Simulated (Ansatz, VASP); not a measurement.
Two plane-wave programs on Zn4HO4

```
Zn O H
1.0
     5.60988    0.00000    0.00000
     0.00000    5.60988    0.00000
     0.00000    0.00000    3.27903
Zn O H
4 4 1
Cartesian
  1.0189 1.0189 1.6395
  4.5910 4.5910 1.6395
  3.8238 1.7860 0.0000
  1.7860 3.8238 0.0000
  4.5915 1.0184 1.6395
  1.0184 4.5915 1.6395
  3.8233 3.8233 0.0000
  1.7866 1.7866 0.0000
  5.6094 3.8897 0.4099
```

Alike in both runs: task single point; functional PBE; k mesh 4 × 4 × 8; occupations gaussian, width 0.05 eV; no spin polarisation.

|  | VASP | Ansatz |
| --- | --- | --- |
| version | VASP 6.6.1 | Ansatz 0.2.0 |
| potentials or method | VASP PAW PBE potentials, release 64 (Zn, O, H), cutoff 520 eV | scalar-relativistic, plane waves, PAW |
| valence electrons in the cell | 73 | 73 |

Ansatz gave:

| Quantity | Value |
| --- | --- |
| gap on the k mesh at the Fermi level (eV) | none |
| pressure (GPa) | 5.2 |
| traceless stress, the component that is largest in VASP (GPa) | -2.00 |
| rms of the force components (eV/Å) | 0.344 |

Q: Estimate VASP's values.

A: gap on the k mesh at the Fermi level (eV): none; pressure (GPa): 6.0; traceless stress, the component that is largest in VASP (GPa): -2.11; rms of the force components (eV/Å): 0.349.

Atom by atom the forces differ by 0.007 eV/Å (rms over components). A gap of «none» marks a metal or a gap that the smearing closes.
